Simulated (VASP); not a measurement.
# NiO5 (Immm) in VASP: single point with PBE

Aim: the single point of NiO5 with PBE.

Everything below comes from runs of VASP 6.6.1. Logs are shortened: lines on timing, memory, paths and dates and some standing lists are left out, and cuts for length are marked.

**1. The cell of the first run**

The structure is orthorhombic, space group Immm (No. 71). The conventional cell has a = 3.611 Å, b = 6.763 Å, c = 7.076 Å, α = 90.00°, β = 90.00°, γ = 90.00°. Within 2.4 Å of Ni (site symmetry mmm) lie 6 O at 1.81 to 1.93 Å. O (site symmetry m) has 1 O at 1.31 Å within 1.8 Å. Within 2.4 Å of O (site symmetry mmm) lie 2 Ni at 1.81 Å.

**2. Single point, PBE, collinear spin, ferromagnetic start**

Contents of INCAR:

```
ALGO = Normal
EDIFF = 1E-6
ENCUT = 520
GGA = PE
ISIF = 2
ISMEAR = 0
ISPIN = 2
LASPH = T
LCHARG = F
LMAXMIX = 4
LORBIT = 11
LREAL = F
LWAVE = F
MAGMOM = 2 0 0 0 0 0
NBANDS = 33
NELM = 150
PREC = Accurate
SIGMA = 0.2
```

Contents of KPOINTS:

```
k-points
0
Gamma
  5 5 5
```

Contents of POSCAR:

```
NiO5
1.0
   -1.8055306882      3.3814487536      3.5382485395
    1.8055306882     -3.3814487536      3.5382485395
    1.8055306882      3.3814487536     -3.5382485395
Ni O
1 5
Direct
    0.0000000000      0.0000000000      0.0000000000
    0.6472081269      0.7440291215      0.9031790054
    0.8408501161      0.7440291215      0.0968209946
    0.3527918731      0.2559708785      0.0968209946
    0.1591498839      0.2559708785      0.9031790054
    0.0000000000      0.5000000000      0.5000000000
```

Potentials or basis: VASP PAW PBE potentials, release 64 (Ni, O).

Launch:

```console
$ cat potpaw_PBE.64/Ni/POTCAR potpaw_PBE.64/O/POTCAR > POTCAR
$ mpirun -np 1 vasp_std > vasp.out
```

OUTCAR:

```text
EDIFF = 1E-6
   ENCUT = 520
   GGA = PE
   ISIF = 2
   ISMEAR = 0
   ISPIN = 2
   LASPH = T
   LORBIT = 11
   LREAL = F
   NELM = 150
   PREC = Accurate

 ion  position               nearest neighbor table
   1  0.000  0.000  0.000-   6 1.81   6 1.81   4 1.93   5 1.93   2 1.93   3 1.93
   2  0.647  0.744  0.903-   3 1.31   1 1.93
   3  0.841  0.744  0.097-   2 1.31   1 1.93
   4  0.353  0.256  0.097-   5 1.31   1 1.93
   5  0.159  0.256  0.903-   4 1.31   1 1.93
   6  0.000  0.500  0.500-   1 1.81   1 1.81

  LATTYP: Found a body centered orthorhombic cell.
 ALAT       =     3.6110613764
 B/A-ratio  =     1.8728281805
 C/A-ratio  =     1.9596723349

  Lattice vectors:

 A1 = (  -1.8055306882,   3.3814487536,   3.5382485395)
 A2 = (   1.8055306882,  -3.3814487536,   3.5382485395)
 A3 = (   1.8055306882,   3.3814487536,  -3.5382485395)

Analysis of symmetry for initial positions (statically):
=====================================================================
 Subroutine PRICEL returns:
 Original cell was already a primitive cell.

 Routine SETGRP: Setting up the symmetry group for a
 body centered orthorhombic supercell.

 Subroutine GETGRP returns: Found  8 space group operations
 (whereof  8 operations were pure point group operations)
 out of a pool of  8 trial point group operations.

The static configuration has the point symmetry D_2h.

Analysis of symmetry for dynamics (positions and initial velocities):
=====================================================================
 Subroutine PRICEL returns:
 Original cell was already a primitive cell.

 Routine SETGRP: Setting up the symmetry group for a
 body centered orthorhombic supercell.

 Subroutine GETGRP returns: Found  8 space group operations
 (whereof  8 operations were pure point group operations)
 out of a pool of  8 trial point group operations.

The dynamic configuration has the point symmetry D_2h.

Analysis of structural, dynamic, and magnetic symmetry:
=====================================================================
 Subroutine PRICEL returns:
 Original cell was already a primitive cell.

 Routine SETGRP: Setting up the symmetry group for a
 body centered orthorhombic supercell.

 Subroutine GETGRP returns: Found  8 space group operations
 (whereof  8 operations were pure point group operations)
 out of a pool of  8 trial point group operations.

The overall configuration has the point symmetry D_2h.

 Subroutine INISYM returns: Found  8 space group operations
 (whereof  8 operations are pure point group operations),
 and found     1 'primitive' translations

----------------------------------------------------------------------------------------

                                     Primitive cell

  volume of cell :      86.4084

  direct lattice vectors                    reciprocal lattice vectors
    -1.805530688  3.381448754  3.538248540     0.000000000  0.147865615  0.141312854
     1.805530688 -3.381448754  3.538248540     0.276926891  0.000000000  0.141312854
     1.805530688  3.381448754 -3.538248540     0.276926891  0.147865615  0.000000000

  length of vectors
     5.216640630  5.216640630  5.216640630     0.204532547  0.310898417  0.313931112

  position of ions in fractional coordinates (direct lattice)
     0.000000000  0.000000000  0.000000000
     0.647208127  0.744029121  0.903179005
     0.840850116  0.744029121  0.096820995
     0.352791873  0.255970879  0.096820995
     0.159149884  0.255970879  0.903179005
     0.000000000  0.500000000  0.500000000

  ion indices of the primitive-cell ions
   primitive index   ion index
                 1           1
                 2           2
                 3           3
                 4           4
                 5           5
                 6           6

----------------------------------------------------------------------------------------
[... 28 lines left out ...]
  0.200000  0.000000 -0.000000      4.000000
  0.400000 -0.000000  0.000000      4.000000
  0.000000  0.200000 -0.000000      4.000000
  0.200000  0.200000 -0.000000      8.000000
  0.400000  0.200000  0.000000      8.000000
[... 16 lines left out ...]
 -0.400000 -0.200000  0.200000      4.000000
 -0.200000 -0.200000  0.200000      2.000000
 [... further k-points ...]
   k-points           NKPTS =     27   k-points in BZ     NKDIM =     27   number of bands    NBANDS=     33
   number of dos      NEDOS =    301   number of ions     NIONS =      6
   total plane-waves  NPLWV =  64000
   dimension x,y,z NGX =    40 NGY =   40 NGZ =   40
   dimension x,y,z NGXF=    80 NGYF=   80 NGZF=   80
   ions per type =               1   5
   NGX,Y,Z   is equivalent  to a cutoff of  12.75, 12.75, 12.75 a.u.
   NGXF,Y,Z  is equivalent  to a cutoff of  25.49, 25.49, 25.49 a.u.
 SYSTEM =  unknown system
   PREC   = accura    normal or accurate (medium, high low for compatibility)
   ISTART =      0    job   : 0-new  1-cont  2-samecut
   ICHARG =      2    charge: 1-file 2-atom 10-const
   ISPIN  =      2    spin polarized calculation?
   LNONCOLLINEAR =      F non collinear calculations
   LSORBIT =      F    spin-orbit coupling
   LASPH  =      T    aspherical Exc in radial PAW
   ENCUT  =  520.0 eV  38.22 Ry    6.18 a.u.   9.70  9.70  9.70*2*pi/ulx,y,z
   NELM   =    150;   NELMIN=  2; NELMDL= -5     # of ELM steps
   EDIFF  = 0.1E-05   stopping-criterion for ELM
   LREAL  =      F    real-space projection
   EDIFFG = 0.1E-04   stopping-criterion for IOM
   NSW    =      0    number of steps for IOM
   IBRION =     -1    ionic relax: 0-MD 1-quasi-New 2-CG
   NFREE  =      0    steps in history (QN), initial steepest desc. (CG)
   ISIF   =      2    stress and relaxation
   ISYM   =      2    0-nonsym 1-usesym 2-fastsym
   POTIM  = 0.5000    time-step for ionic-motion
   TEBEG  =    0.0;   TEEND  =   0.0 temperature during run
   PSTRESS=    0.0 pullay stress
   NELECT =      40.0000    total number of electrons
   NUPDOWN=      -1.0000    fix difference up-down
   EMIN   =  10.00;   EMAX   =-10.00  energy-range for DOS
   EFERMI =   0.00;   METHOD = LEGACY
   ISMEAR =     0;   SIGMA  =   0.20  broadening in eV -4-tet -1-fermi 0-gaus
   EFERMI_NEDOS =   21; number of points for ismear=-14 and -15
   IALGO  =     38    algorithm
   IMIX   =      4    mixing-type and parameters
     AMIX     =   0.40;   BMIX     =  1.00
     AMIX_MAG =   1.60;   BMIX_MAG =  1.00
  volume/ion in A,a.u.               =      14.40        97.19
  Fermi-wavevector in a.u.,A,eV,Ry     =   1.266415  2.393178 21.821130  1.603808
  Thomas-Fermi vector in A             =   2.399617
   LORBIT       =     11    0 simple, 1 ext, 2 COOP (PROOUT), +10 PAW based schemes
   GGA     = PE    functional components
   LHFCALC =     F    Hartree Fock is set to
   AEXX    =    0.0000 exact exchange contribution
   IVDW    =     0    specifies the selected vdW correction
   LEPSILON=     F    determine dielectric tensor
   LRPA    =     F    only Hartree local field effects (RPA)
 spin polarized calculation
 Gauss-broadening in eV      SIGMA  =   0.20
  energy-cutoff  :      520.00
  volume of cell :       86.41
 maximum number of plane-waves:      2347
   NGX = 19   NGY = 19   NGZ = 19

 number of electron      40.0000000 magnetization       1.1792598

 Free energy of the ion-electron system (eV)
  ---------------------------------------------------
  ext. energy  EPLUGINS =         0.00000000
  ---------------------------------------------------
  free energy    TOTEN  =       -29.40616846 eV

  energy without entropy =      -29.26683116  energy(sigma->0) =      -29.33649981

 E-fermi :  -0.2606     XC(G=0):  -8.4733

 val. band max:       -0.2606905241   @ k =   0.2000  -0.2000   0.2000
 cond. band min:      -0.2532594318   @ k =   0.2000   0.2000   0.2000
 fundamental gap:      0.0074310923
 Fermi energy:        -0.2605899675

 spin component 1

 k-point     1 :       0.0000    0.0000    0.0000
  band No.  band energies     occupation
      1     -25.1680      1.00000
      2     -24.9105      1.00000
      3     -18.3618      1.00000
      4     -15.0647      1.00000
      5     -14.2818      1.00000
      6      -7.7848      1.00000
[... 829 lines left out ...]
     31      14.7510      0.00000
     32      15.2391      0.00000

 [... further k-points ...]

 spin component 2

 k-point     1 :       0.0000    0.0000    0.0000
  band No.  band energies     occupation
      1     -25.1563      1.00000
      2     -24.9027      1.00000
      3     -17.3570      1.00000
      4     -15.0564      1.00000
      5     -14.2753      1.00000
      6      -7.6833      1.00000
[... 829 lines left out ...]
     31      14.7991      0.00000
     32      15.2897      0.00000

 [... further k-points ...]

 [bands above 32 left out]

------------------------ aborting loop because EDIFF is reached ----------------------------------------

  FORCE on cell =-STRESS in cart. coord.  units (eV):
  Direction    XX          YY          ZZ          XY          YZ          ZX
  --------------------------------------------------------------------------------------
  -------------------------------------------------------------------------------------
  Total        0.1000461      1.3308266      0.6696531      0.0000000      0.0000000      0.0000000
  in kB        1.8550455     24.6760723     12.4166512      0.0000000      0.0000000      0.0000000
  external PRESSURE =      12.9825896 kB  Pullay stress =       0.0000000 kB

 VOLUME and BASIS-vectors are now :
 -----------------------------------------------------------------------------
  energy-cutoff  :      520.00
  volume of cell :       86.41
      direct lattice vectors                 reciprocal lattice vectors
    -1.805530688  3.381448754  3.538248540     0.000000000  0.147865615  0.141312854
     1.805530688 -3.381448754  3.538248540     0.276926891  0.000000000  0.141312854
     1.805530688  3.381448754 -3.538248540     0.276926891  0.147865615  0.000000000

 POSITION                                       TOTAL-FORCE (eV/Angst)
 -----------------------------------------------------------------------------------
      0.00000      0.00000      0.00000         0.000000      0.000000      0.000000
      1.80553      2.72666      1.72687        -0.000000     -0.430956     -0.092816
     -0.00000      0.65479      5.26512        -0.000000      0.430956     -0.092816
      0.00000      0.65479      1.81138         0.000000      0.430956      0.092816
      1.80553      2.72666     -1.72687         0.000000     -0.430956      0.092816
      1.80553      0.00000      0.00000         0.000000     -0.000000      0.000000
 -----------------------------------------------------------------------------------
    total drift:                                0.000000      0.000000     -0.000000

  FREE ENERGIE OF THE ION-ELECTRON SYSTEM (eV)
  ---------------------------------------------------
  free  energy   TOTEN  =       -29.4061684629 eV

  energy  without entropy=      -29.2668311622  energy(sigma->0) =      -29.33649981

 total charge

# of ion       s       p       d       tot
------------------------------------------
    1        0.418   0.680   8.246   9.344
    2        1.614   3.259   0.000   4.873
    3        1.614   3.259   0.000   4.873
    4        1.614   3.259   0.000   4.873
    5        1.614   3.259   0.000   4.873
    6        1.586   3.313   0.000   4.898
--------------------------------------------------
tot          8.459  17.029   8.246  33.734

 magnetization (x)

# of ion       s       p       d       tot
------------------------------------------
    1       -0.002  -0.001   0.486   0.482
    2        0.000   0.003   0.000   0.003
    3        0.000   0.003   0.000   0.003
    4        0.000   0.003   0.000   0.003
    5        0.000   0.003   0.000   0.003
    6        0.010   0.560   0.000   0.571
--------------------------------------------------
tot          0.009   0.569   0.486   1.064
```

Run time: 4.9 min. Hardware: 1 thread of Intel Xeon Platinum 8488C (Sapphire Rapids), shared host; peak memory 0.35 GiB.

What came out:

```
Free energy                                           : -29.4062 eV
Pressure                                              : 1.3 GPa
Largest force                                         : 0.441 eV/Å
Net moment                                            : 1.18 μB per cell
Site moments                                          : Ni +0.48; O +0.00, +0.57 (each value once) μB
Valence electrons inside the program's atomic spheres : Ni 9.34; O 4.87, 4.90 (each value once)
```

Forces in eV/Å, atoms in the order of the input:
```
Ni   0.000  0.000  0.000
O    0.000 -0.431 -0.093
O    0.000  0.431 -0.093
O    0.000  0.431  0.093
O    0.000 -0.431  0.093
O    0.000  0.000  0.000
```

Caveat: the k points lie up to 0.39 Å⁻¹ apart; a cell with one magnetic atom can't hold antiferromagnetic order, which such compounds often take; semilocal functionals often make such compounds metallic where correlation or magnetic order opens a gap, which also shifts bond lengths.
